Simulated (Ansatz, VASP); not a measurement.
**One calculation of TiSi2, two programs**

INCAR

```
SYSTEM = TiSi2
ALGO     = Normal         ! electronic algorithm
EDIFF    = 1E-6           ! SCF threshold, eV
ENCUT    = 520            ! plane-wave cutoff, eV
GGA      = PS             ! functional
ISIF     = 2              ! what is computed and relaxed
ISMEAR   = 0              ! smearing method
LASPH    = .True.         ! aspherical terms in the spheres
LCHARG   = .True.         ! write CHGCAR
LELF     = .True.         ! ELF
LREAL    = .False.        ! projectors in reciprocal space
LVHAR    = .True.       
LWAVE    = .False.        ! write WAVECAR
NBANDS   = 29             ! bands
NELM     = 60             ! most SCF steps
PREC     = Accurate       ! precision mode
SIGMA    = 0.15           ! smearing width, eV
```

Contents of KPOINTS:

```
k-points
0
Gamma
  14 14 12
  0 0 0
```

File POSCAR:

```
TiSi2
1.0
    1.7581879292     -6.4972748085      0.0000000000
    1.7581879292      6.4972748085      0.0000000000
    0.0000000000      0.0000000000      3.5550617896
Ti Si
2 4
Direct
    0.8975108623      0.1024891377      0.7500000000
    0.1024891377      0.8975108623      0.2500000000
    0.5599809709      0.4400190291      0.7500000000
    0.4400190291      0.5599809709      0.2500000000
    0.2497198722      0.7502801278      0.7500000000
    0.7502801278      0.2497198722      0.2500000000
```

Input for Ansatz:

```yaml
crystal:
  lattice:
    - [1.7581879292, -6.4972748085, 0.0]
    - [1.7581879292, 6.4972748085, 0.0]
    - [0.0, 0.0, 3.5550617896]
  atoms:
    - { symbol: Ti, position: [0.8975108623, 0.1024891377, 0.75] }
    - { symbol: Ti, position: [0.1024891377, 0.8975108623, 0.25] }
    - { symbol: Si, position: [0.5599809709, 0.4400190291, 0.75] }
    - { symbol: Si, position: [0.4400190291, 0.5599809709, 0.25] }
    - { symbol: Si, position: [0.2497198722, 0.7502801278, 0.75] }
    - { symbol: Si, position: [0.7502801278, 0.2497198722, 0.25] }
basis:
  ecutwfc: 520.0
kpoints:
  mp_grid: { grid: [14, 14, 12] }
hamiltonian:
  xc: pbesol
  pseudopotentials: { kind: paw, azcp: { folder: soft_1 } }
scf:
  occupations: { method: gaussian, width: 0.15 }
output:
  forces: true
  stress: true
  eigenvalues: true
```

Change from the starting cell: volume 13.537 Å^3 an atom, stretch along b over the lengths across it, relative to the relaxed cell 0.9736.

Alike in both runs: task single point; functional PBEsol; k mesh 14 × 14 × 12; occupations gaussian, width 0.15 eV; no spin polarisation.

|  | VASP | Ansatz |
| --- | --- | --- |
| version | VASP 6.6.1 | Ansatz 0.2.0 |
| potentials or method | VASP PAW PBE potentials, release 64 (Ti_sv, Si), cutoff 520 eV | scalar-relativistic, plane waves, PAW |
| valence electrons in the cell | 40 | 40 |

```tsv
	VASP	Ansatz	Ansatz less VASP
gap on the k mesh at the Fermi level (eV)	none	none	-
pressure (GPa)	3.9	3.8	-0.13
traceless stress, the component that is largest in VASP (GPa)	3.87	3.91	+0.040
rms of the force components (eV/Å)	0.134	0.134	-0.0005
```

VASP's potentials were made for PBE, not for PBEsol, and Ansatz warns of the same on its side. Atom by atom the forces differ by 0.001 eV/Å (rms over components). A gap of «none» marks a metal or a gap that the smearing closes. The functional is the same, so the differences come from potentials, cutoffs and numerics.
